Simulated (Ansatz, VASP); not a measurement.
Sn in VASP and in Ansatz

INCAR

```
PREC = Accurate
ENCUT = 520
EDIFF = 1E-6
ISMEAR = -1
SIGMA = 0.1
LREAL = False
LASPH = True
NELM = 60
ALGO = Normal
ISIF = 2
LWAVE = False
LCHARG = False
NBANDS = 21
```

File KPOINTS:

```
Automatic mesh
0
Gamma
  9 9 6
```

Contents of POSCAR:

```
Sn
1.0
   -2.8994216605      2.9008009606      1.5581694818
    2.9008009606     -2.8994216605      1.5581694818
    2.8985835788      2.8985835788     -1.5556411493
Sn
2
Direct
    0.0000164062      0.9999835938      0.0000000000
    0.7499835938      0.2500164062      0.5000000000
```

Input for Ansatz:

```yaml
crystal:
  lattice:
    - [-2.8994216605, 2.9008009606, 1.5581694818]
    - [2.9008009606, -2.8994216605, 1.5581694818]
    - [2.8985835788, 2.8985835788, -1.5556411493]
  atoms:
    - { symbol: Sn, position: [1.64062e-05, 0.9999835938, 0.0] }
    - { symbol: Sn, position: [0.7499835938, 0.2500164062, 0.5] }
hamiltonian:
  xc: lda
  pseudopotentials:
    kind: paw
    azcp:
      Sn: "pseudopotentials/Sn.paw.azcp"
basis:
  ecutwfc: 420
  fft_grid_basis: typed
kpoints:
  mp_grid: { grid: [9, 9, 6], shift: [0, 0, 0] }
magnetization:
  spin_polarized: false
scf:
  occupations: { method: fermi_dirac, width: 0.1 }
  lower_state_search: "off"
output:
  stress: true
  write_density: true
  write_potential: true
  elf: true
  volumetric_format: npy
```

Alike in both runs: task single point; functional LDA; k mesh 9 × 9 × 6; occupations fermi-dirac, width 0.1 eV; no spin polarisation.

```csv
,VASP,Ansatz
version,VASP 6.6.1,Ansatz 0.2.0
potentials or method,"VASP PAW LDA potentials, release 64 (Sn_d), cutoff 520 eV","plane waves (420 eV) with PAW, scalar-relativistic"
valence electrons in the cell,28,28
```

|  | VASP | Ansatz | Ansatz less VASP |
| --- | --- | --- | --- |
| pressure (GPa) | 0.0 | 0.0 | -0.02 |
| traceless stress, the component that is largest in VASP (GPa) | 0.66 | 0.64 | -0.018 |

Ansatz warns that its potentials were made for another functional, while VASP's fit it. LDA's correlation is that of Perdew and Zunger in VASP and of Perdew and Wang (1992) in Ansatz.
